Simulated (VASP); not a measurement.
# Hf2TeW2S (P-3m1) in VASP: notebook

The runs below take Hf2TeW2S through single point, with PBE.

All numbers are computed with VASP 6.6.1; they aren't measurements. Logs are shortened: lines on timing, memory, paths and dates and some standing lists are left out, and cuts for length are marked.

### Step 1. The cell of the first run

Symmetry: P-3m1, No. 164, trigonal system. The conventional cell has a = 4.641 Å, b = 4.641 Å, c = 6.400 Å, α = 90.00°, β = 90.00°, γ = 120.00°. Within 3.7 Å of Hf (site symmetry 3m) lie 5 W at 2.77 to 3.63 Å and 3 S at 2.79 Å and 3 Hf at 3.11 Å and 3 Te at 3.60 Å. Within 3.7 Å of Te (site symmetry -3m) lie 6 W at 2.70 Å and 2 S at 3.20 Å and 6 Hf at 3.60 Å. Within 3.7 Å of W (site symmetry 3m) lie 3 Te at 2.70 Å and 5 Hf at 2.77 to 3.63 Å and 3 W at 2.78 Å. S (site symmetry -3m) has 6 Hf at 2.79 Å and 2 Te at 3.20 Å within 3.7 Å.

The cell was generated, and may not be a known phase.

### Step 2. Single point, PBE

File INCAR:

```
SYSTEM = Hf2TeW2S
ALGO = Normal
EDIFF = 1E-6
ENCUT = 520
GGA = PE
ISIF = 2
ISMEAR = 0
LASPH = .TRUE.
LCHARG = .FALSE.
LREAL = .FALSE.
LWAVE = .FALSE.
NBANDS = 39
NELM = 60
PREC = Accurate
SIGMA = 0.1
```

File KPOINTS:

```
k-points
0
G
  6 6 2
  0 0 0
```

File POSCAR:

```
Hf2TeW2S
1.0
    4.6413570441      0.0000000033      0.0000000000
   -2.3206785249      4.0195331066      0.0000000000
    0.0000000000      0.0000000000      6.4001801807
Hf Te W S
2 1 2 1
Direct
    0.3333333333      0.6666666667      0.6238417589
    0.6666666667      0.3333333333      0.3761582411
    0.0000000000      0.0000000000      0.0000000000
    0.3333333333      0.6666666667      0.0564740750
    0.6666666667      0.3333333333      0.9435259250
    0.0000000000      0.0000000000      0.5000000000
```

Potentials or basis: VASP PAW PBE potentials, release 64 (Hf_pv, Te, W_sv, S).

Command:

```
$ cat potpaw_PBE.64/Hf_pv/POTCAR potpaw_PBE.64/Te/POTCAR potpaw_PBE.64/W_sv/POTCAR potpaw_PBE.64/S/POTCAR > POTCAR
$ mpirun -np 1 vasp_std > vasp.out
```

OUTCAR:

```text
SYSTEM = Hf2TeW2S
   EDIFF = 1E-6
   ENCUT = 520
   GGA = PE
   ISIF = 2
   ISMEAR = 0
   LASPH = .TRUE.
   LREAL = .FALSE.
   NELM = 60
   PREC = Accurate

 ion  position               nearest neighbor table
   1  0.333  0.667  0.624-   4 2.77   6 2.79   6 2.79   6 2.79   2 3.11   2 3.11   2 3.11   5 3.37
                             5 3.37   5 3.37   3 3.60   3 3.60   3 3.60   4 3.63
   2  0.667  0.333  0.376-   5 2.77   6 2.79   6 2.79   6 2.79   1 3.11   1 3.11   1 3.11   4 3.37
                             4 3.37   4 3.37   3 3.60   3 3.60   3 3.60   5 3.63
   3  0.000  0.000  0.000-   4 2.70   5 2.70   5 2.70   4 2.70   5 2.70   4 2.70   6 3.20   6 3.20
                             1 3.60   2 3.60   1 3.60   2 3.60   2 3.60   1 3.60
   4  0.333  0.667  0.056-   3 2.70   3 2.70   3 2.70   1 2.77   5 2.78   5 2.78   5 2.78   2 3.37
                             2 3.37   2 3.37   1 3.63
   5  0.667  0.333  0.944-   3 2.70   3 2.70   3 2.70   2 2.77   4 2.78   4 2.78   4 2.78   1 3.37
                             1 3.37   1 3.37   2 3.63
   6  0.000  0.000  0.500-   1 2.79   2 2.79   2 2.79   1 2.79   2 2.79   1 2.79   3 3.20   3 3.20

  LATTYP: Found a hexagonal cell.
 ALAT       =     4.6413570441
 C/A-ratio  =     1.3789458815

  Lattice vectors:

 A1 = (   4.6413570441,   0.0000000033,   0.0000000000)
 A2 = (  -2.3206785249,   4.0195331066,   0.0000000000)
 A3 = (   0.0000000000,   0.0000000000,   6.4001801807)

Analysis of symmetry for initial positions (statically):
=====================================================================
 Subroutine PRICEL returns:
 Original cell was already a primitive cell.

 Routine SETGRP: Setting up the symmetry group for a
 hexagonal supercell.

 Subroutine GETGRP returns: Found 12 space group operations
 (whereof 12 operations were pure point group operations)
 out of a pool of 24 trial point group operations.

The static configuration has the point symmetry D_3d.

Analysis of symmetry for dynamics (positions and initial velocities):
=====================================================================
 Subroutine PRICEL returns:
 Original cell was already a primitive cell.

 Routine SETGRP: Setting up the symmetry group for a
 hexagonal supercell.

 Subroutine GETGRP returns: Found 12 space group operations
 (whereof 12 operations were pure point group operations)
 out of a pool of 24 trial point group operations.

The dynamic configuration has the point symmetry D_3d.

 Subroutine INISYM returns: Found 12 space group operations
 (whereof 12 operations are pure point group operations),
 and found     1 'primitive' translations

----------------------------------------------------------------------------------------

                                     Primitive cell

  volume of cell :     119.4023

  direct lattice vectors                    reciprocal lattice vectors
     4.641357044  0.000000003  0.000000000     0.215454228  0.124392557  0.000000000
    -2.320678525  4.019533107  0.000000000    -0.000000000  0.248785113  0.000000000
     0.000000000  0.000000000  6.400180181     0.000000000  0.000000000  0.156245601

  length of vectors
     4.641357044  4.641357044  6.400180181     0.248785113  0.248785113  0.156245601

  position of ions in fractional coordinates (direct lattice)
     0.333333333  0.666666667  0.623841759
     0.666666667  0.333333333  0.376158241
     0.000000000  0.000000000  0.000000000
     0.333333333  0.666666667  0.056474075
     0.666666667  0.333333333  0.943525925
     0.000000000  0.000000000  0.500000000

  ion indices of the primitive-cell ions
   primitive index   ion index
                 1           1
                 2           2
                 3           3
                 4           4
                 5           5
                 6           6

----------------------------------------------------------------------------------------

 KPOINTS: k-points

Automatic generation of k-mesh.
 Grid dimensions read from file:
 generate k-points for:    6    6    2

 Generating k-lattice:

  Cartesian coordinates                     Fractional coordinates (reciprocal lattice)
     0.035909038  0.020732093  0.000000000     0.166666667  0.000000000  0.000000000
    -0.000000000  0.041464186  0.000000000     0.000000000  0.166666667  0.000000000
     0.000000000  0.000000000  0.078122801     0.000000000  0.000000000  0.500000000

  Length of vectors
     0.041464186  0.041464186  0.078122801

  Shift w.r.t. Gamma in fractional coordinates (k-lattice)
     0.000000000  0.000000000  0.000000000

 Subroutine IBZKPT returns following result:
 ===========================================

 Found     14 irreducible k-points:

 Following reciprocal coordinates:
            Coordinates               Weight
  0.000000  0.000000  0.000000      1.000000
  0.166667  0.000000  0.000000      6.000000
  0.333333  0.000000  0.000000      6.000000
  0.500000  0.000000  0.000000      3.000000
  0.166667  0.166667  0.000000      6.000000
  0.333333  0.166667  0.000000     12.000000
  0.333333  0.333333  0.000000      2.000000
  0.000000  0.000000  0.500000      1.000000
  0.166667  0.000000  0.500000      6.000000
  0.333333  0.000000  0.500000      6.000000
  0.500000  0.000000  0.500000      3.000000
  0.166667  0.166667  0.500000      6.000000
  0.333333  0.166667  0.500000     12.000000
  0.333333  0.333333  0.500000      2.000000
   k-points           NKPTS =     14   k-points in BZ     NKDIM =     14   number of bands    NBANDS=     39
   number of dos      NEDOS =    301   number of ions     NIONS =      6
   total plane-waves  NPLWV =  62208
   dimension x,y,z NGX =    36 NGY =   36 NGZ =   48
   dimension x,y,z NGXF=    72 NGYF=   72 NGZF=   96
   ions per type =               2   1   2   1
   NGX,Y,Z   is equivalent  to a cutoff of  12.89, 12.89, 12.47 a.u.
   NGXF,Y,Z  is equivalent  to a cutoff of  25.79, 25.79, 24.94 a.u.
 SYSTEM =  Hf2TeW2S
   PREC   = accura    normal or accurate (medium, high low for compatibility)
   ISTART =      0    job   : 0-new  1-cont  2-samecut
   ICHARG =      2    charge: 1-file 2-atom 10-const
   ISPIN  =      1    spin polarized calculation?
   LNONCOLLINEAR =      F non collinear calculations
   LSORBIT =      F    spin-orbit coupling
   LASPH  =      T    aspherical Exc in radial PAW
   ENCUT  =  520.0 eV  38.22 Ry    6.18 a.u.   8.63  8.63 11.90*2*pi/ulx,y,z
   NELM   =     60;   NELMIN=  2; NELMDL= -5     # of ELM steps
   EDIFF  = 0.1E-05   stopping-criterion for ELM
   LREAL  =      F    real-space projection
   EDIFFG = 0.1E-04   stopping-criterion for IOM
   NSW    =      0    number of steps for IOM
   IBRION =     -1    ionic relax: 0-MD 1-quasi-New 2-CG
   NFREE  =      0    steps in history (QN), initial steepest desc. (CG)
   ISIF   =      2    stress and relaxation
   ISYM   =      2    0-nonsym 1-usesym 2-fastsym
   POTIM  = 0.5000    time-step for ionic-motion
   TEBEG  =    0.0;   TEEND  =   0.0 temperature during run
   PSTRESS=    0.0 pullay stress
   NELECT =      60.0000    total number of electrons
   NUPDOWN=      -1.0000    fix difference up-down
   EMIN   =  10.00;   EMAX   =-10.00  energy-range for DOS
   EFERMI =   0.00;   METHOD = LEGACY
   ISMEAR =     0;   SIGMA  =   0.10  broadening in eV -4-tet -1-fermi 0-gaus
   EFERMI_NEDOS =   21; number of points for ismear=-14 and -15
   IALGO  =     38    algorithm
   IMIX   =      4    mixing-type and parameters
     AMIX     =   0.40;   BMIX     =  1.00
     AMIX_MAG =   1.60;   BMIX_MAG =  1.00
  volume/ion in A,a.u.               =      19.90       134.29
  Fermi-wavevector in a.u.,A,eV,Ry     =   1.301530  2.459536 23.048016  1.693981
  Thomas-Fermi vector in A             =   2.432658
   LORBIT       =      0    0 simple, 1 ext, 2 COOP (PROOUT), +10 PAW based schemes
   GGA     = PE    functional components
   LHFCALC =     F    Hartree Fock is set to
   AEXX    =    0.0000 exact exchange contribution
   IVDW    =     0    specifies the selected vdW correction
   LEPSILON=     F    determine dielectric tensor
   LRPA    =     F    only Hartree local field effects (RPA)
 non-spin polarized calculation
 Gauss-broadening in eV      SIGMA  =   0.10
  energy-cutoff  :      520.00
  volume of cell :      119.40
 maximum number of plane-waves:      3248
 NGX is ok and might be reduce to    36
   NGX = 17   NGY = 17   NGZ = 23

 number of electron      60.0000011 magnetization

 Free energy of the ion-electron system (eV)
  ---------------------------------------------------
  ext. energy  EPLUGINS =         0.00000000
  ---------------------------------------------------
  free energy    TOTEN  =       -51.33053296 eV

  energy without entropy =      -51.29778120  energy(sigma->0) =      -51.31415708

 E-fermi :   8.1741     XC(G=0): -11.6239

 val. band max:        8.1684643662   @ k =   0.3333   0.0000   0.0000
 cond. band min:       8.1833729156   @ k =   0.1667   0.1667   0.0000
 fundamental gap:      0.0149085494
 Fermi energy:         8.1740782041

 k-point     1 :       0.0000    0.0000    0.0000
  band No.  band energies     occupation
      1     -65.7636      2.00000
      2     -65.6870      2.00000
      3     -30.2759      2.00000
      4     -30.2759      2.00000
      5     -29.9281      2.00000
      6     -29.8829      2.00000
[... 31 lines left out ...]
     38      11.9951      0.00000
     39      11.9951      0.00000

 k-point     2 :       0.1667    0.0000    0.0000
  band No.  band energies     occupation
      1     -65.7591      2.00000
      2     -65.6915      2.00000
      3     -30.2912      2.00000
      4     -30.2666      2.00000
      5     -29.9216      2.00000
      6     -29.9152      2.00000
[... 493 lines left out ...]
     38      10.8845      0.00000
     39      11.1386      0.00000

 k-point    14 :       0.3333    0.3333    0.5000
  band No.  band energies     occupation
      1     -65.7254      2.00000
      2     -65.7254      2.00000
      3     -30.3618      2.00000
      4     -30.1138      2.00000
      5     -30.1138      2.00000
      6     -29.8347      2.00000
[... 31 lines left out ...]
     38      10.9342      0.00000
     39      11.7282      0.00000

------------------------ aborting loop because EDIFF is reached ----------------------------------------

  FORCE on cell =-STRESS in cart. coord.  units (eV):
  Direction    XX          YY          ZZ          XY          YZ          ZX
  --------------------------------------------------------------------------------------
  -------------------------------------------------------------------------------------
  Total       -0.1445988     -0.1445988     -0.3206532     -0.0000000     -0.0000000     -0.0000000
  in kB       -1.9402708     -1.9402708     -4.3026241     -0.0000000     -0.0000000     -0.0000000
  external PRESSURE =      -2.7277219 kB  Pullay stress =       0.0000000 kB

 VOLUME and BASIS-vectors are now :
 -----------------------------------------------------------------------------
  energy-cutoff  :      520.00
  volume of cell :      119.40
      direct lattice vectors                 reciprocal lattice vectors
     4.641357044  0.000000003  0.000000000     0.215454228  0.124392557  0.000000000
    -2.320678525  4.019533107  0.000000000    -0.000000000  0.248785113  0.000000000
     0.000000000  0.000000000  6.400180181     0.000000000  0.000000000  0.156245601

 POSITION                                       TOTAL-FORCE (eV/Angst)
 -----------------------------------------------------------------------------------
     -0.00000      2.67969      3.99270        -0.000000      0.000000      0.020576
      2.32068      1.33984      2.40748         0.000000     -0.000000     -0.020576
      0.00000      0.00000      0.00000         0.000000     -0.000000     -0.000000
     -0.00000      2.67969      0.36144        -0.000000      0.000000     -0.028442
      2.32068      1.33984      6.03874         0.000000     -0.000000      0.028442
      0.00000      0.00000      3.20009         0.000000     -0.000000     -0.000000
 -----------------------------------------------------------------------------------
    total drift:                                0.000000     -0.000000      0.000000

  FREE ENERGIE OF THE ION-ELECTRON SYSTEM (eV)
  ---------------------------------------------------
  free  energy   TOTEN  =       -51.3305329579 eV

  energy  without entropy=      -51.2977811990  energy(sigma->0) =      -51.31415708
```

Run time: 54 s. Hardware: 1 thread of Intel Xeon Platinum 8488C (Sapphire Rapids), shared host; peak memory 0.27 GiB.

What came out:

* Free energy: -51.3305 eV
* Pressure: -0.3 GPa
* Largest force: 0.028 eV/Å
* Band gap on the k mesh: zero (bands 30 and 31 overlap by 0.50 eV)

Forces on the atoms (eV/Å):
```
Hf   0.000  0.000  0.021
Hf   0.000  0.000 -0.021
Te   0.000  0.000  0.000
W    0.000  0.000 -0.028
W    0.000  0.000  0.028
S    0.000  0.000  0.000
```

Caveat: the k points lie up to 0.49 Å⁻¹ apart, too coarse for converged energies and pressures of a metal; spin-orbit coupling is left out, which moves the levels of the heavy elements.

### Step 3. Single point, PBE

This run uses another cell than the first one, of 19.59 Å³/atom.

File INCAR:

```
SYSTEM = Hf2TeW2S
PREC = Accurate ; ENCUT = 520
EDIFF = 1E-7 ; ISMEAR = 0
SIGMA = 0.1 ; LREAL = .FALSE.
LASPH = .TRUE. ; NELM = 60
ALGO = Normal ; ISIF = 2
LWAVE = .FALSE. ; LCHARG = .FALSE.
GGA = PE ; NBANDS = 39
```

File KPOINTS:

```
regular mesh
0
G
  6 6 4
  0 0 0
```

File POSCAR:

```
Hf2TeW2S
1.0
    4.6637922126      0.0000000000      0.0000000000
   -2.3318961063      4.0389625341      0.0000000000
    0.0000000000      0.0000000000      6.2404147506
Hf Te W S
2 1 2 1
Direct
    0.3333333333      0.6666666667      0.6192296497
    0.6666666667      0.3333333333      0.3807703503
    0.0000000000      0.0000000000      0.0000000000
    0.3333333333      0.6666666667      0.0623960465
    0.6666666667      0.3333333333      0.9376039535
    0.0000000000      0.0000000000      0.5000000000
```

Potentials or basis: VASP PAW PBE potentials, release 64 (Hf_pv, Te, W_sv, S).

Command:

```
$ cat potpaw_PBE.64/Hf_pv/POTCAR potpaw_PBE.64/Te/POTCAR potpaw_PBE.64/W_sv/POTCAR potpaw_PBE.64/S/POTCAR > POTCAR
$ mpirun -np 1 vasp_std > vasp.out
```

OUTCAR:

```text
SYSTEM = Hf2TeW2S
   PREC = Accurate
   ENCUT = 520
   EDIFF = 1E-7
   ISMEAR = 0
   LREAL = .FALSE.
   LASPH = .TRUE.
   NELM = 60
   ISIF = 2
   GGA = PE

 ion  position               nearest neighbor table
   1  0.333  0.667  0.619-   4 2.77   6 2.79   6 2.79   6 2.79   2 3.08   2 3.08   2 3.08   5 3.35
                             5 3.35   5 3.35   4 3.47   3 3.59   3 3.59   3 3.59
   2  0.667  0.333  0.381-   5 2.77   6 2.79   6 2.79   6 2.79   1 3.08   1 3.08   1 3.08   4 3.35
                             4 3.35   4 3.35   5 3.47   3 3.59   3 3.59   3 3.59
   3  0.000  0.000  0.000-   4 2.72   5 2.72   5 2.72   4 2.72   5 2.72   4 2.72   6 3.12   6 3.12
                             1 3.59   2 3.59   1 3.59   2 3.59   2 3.59   1 3.59
   4  0.333  0.667  0.062-   3 2.72   3 2.72   3 2.72   1 2.77   5 2.80   5 2.80   5 2.80   2 3.35
                             2 3.35   2 3.35   1 3.47
   5  0.667  0.333  0.938-   3 2.72   3 2.72   3 2.72   2 2.77   4 2.80   4 2.80   4 2.80   1 3.35
                             1 3.35   1 3.35   2 3.47
   6  0.000  0.000  0.500-   1 2.79   2 2.79   2 2.79   1 2.79   2 2.79   1 2.79   3 3.12   3 3.12

  LATTYP: Found a hexagonal cell.
 ALAT       =     4.6637922126
 C/A-ratio  =     1.3380559138

  Lattice vectors:

[... 192 lines left out ...]

 k-point     1 :       0.0000    0.0000    0.0000
  band No.  band energies     occupation
      1     -65.6474      2.00000
      2     -65.5800      2.00000
      3     -30.1171      2.00000
      4     -30.1171      2.00000
      5     -29.8230      2.00000
      6     -29.7935      2.00000
[... 997 lines left out ...]
     38      11.0477      0.00000
     39      11.8441      0.00000

------------------------ aborting loop because EDIFF is reached ----------------------------------------

  FORCE on cell =-STRESS in cart. coord.  units (eV):
  Direction    XX          YY          ZZ          XY          YZ          ZX
  --------------------------------------------------------------------------------------
  -------------------------------------------------------------------------------------
  Total       -0.2959368     -0.2959368     -0.2849295      0.0000000      0.0000000     -0.0000000
  in kB       -4.0335466     -4.0335466     -3.8835201      0.0000000      0.0000000     -0.0000000
  external PRESSURE =      -3.9835378 kB  Pullay stress =       0.0000000 kB

 VOLUME and BASIS-vectors are now :
 -----------------------------------------------------------------------------
  energy-cutoff  :      520.00
  volume of cell :      117.55
      direct lattice vectors                 reciprocal lattice vectors
     4.663792213  0.000000000  0.000000000     0.214417786  0.123794166  0.000000000
    -2.331896106  4.038962534  0.000000000     0.000000000  0.247588333  0.000000000
     0.000000000  0.000000000  6.240414751     0.000000000  0.000000000  0.160245759

 POSITION                                       TOTAL-FORCE (eV/Angst)
 -----------------------------------------------------------------------------------
     -0.00000      2.69264      3.86425        -0.000000     -0.000000      0.006521
      2.33190      1.34632      2.37616         0.000000      0.000000     -0.006521
      0.00000      0.00000      0.00000        -0.000000      0.000000      0.000000
     -0.00000      2.69264      0.38938        -0.000000     -0.000000     -0.015963
      2.33190      1.34632      5.85104        -0.000000      0.000000      0.015963
      0.00000      0.00000      3.12021        -0.000000      0.000000      0.000000
 -----------------------------------------------------------------------------------
    total drift:                                0.000000     -0.000000      0.000000

  FREE ENERGIE OF THE ION-ELECTRON SYSTEM (eV)
  ---------------------------------------------------
  free  energy   TOTEN  =       -51.3682053130 eV

  energy  without entropy=      -51.3303830353  energy(sigma->0) =      -51.34929417
```

Wall time 90 s (1 thread of Intel Xeon Platinum 8488C (Sapphire Rapids), shared host); peak memory 0.31 GiB.

What came out:

- Free energy: -51.3682 eV
- Pressure: -0.4 GPa
- Largest force: 0.016 eV/Å
- Band gap on the k mesh: zero (bands 30 and 31 overlap by 0.51 eV)

Forces in eV/Å, atoms in the order of the input:
```
Hf   0.000  0.000  0.007
Hf   0.000  0.000 -0.007
Te   0.000  0.000  0.000
W    0.000  0.000 -0.016
W    0.000  0.000  0.016
S    0.000  0.000  0.000
```

Levels at points of the mesh, in eV from the Fermi level:
| k point | band 28 | band 29 | band 30 | band 31 | band 32 | band 33 |
| --- | --- | --- | --- | --- | --- | --- |
| (0.00, 0.00, 0.00) | -0.62 | -0.62 | 0.00 | 0.31 | 1.29 | 1.63 |
| (0.50, 0.00, 0.00) | -1.19 | -0.17 | 0.12 | 0.32 | 0.67 | 1.34 |
| (0.00, 0.00, 0.50) | -1.50 | -0.31 | -0.31 | -0.18 | 0.49 | 0.79 |
| (0.50, 0.00, 0.50) | -1.46 | -0.27 | 0.04 | 0.06 | 0.13 | 0.88 |

Caveat: spin-orbit coupling is left out, which moves the levels of the heavy elements.
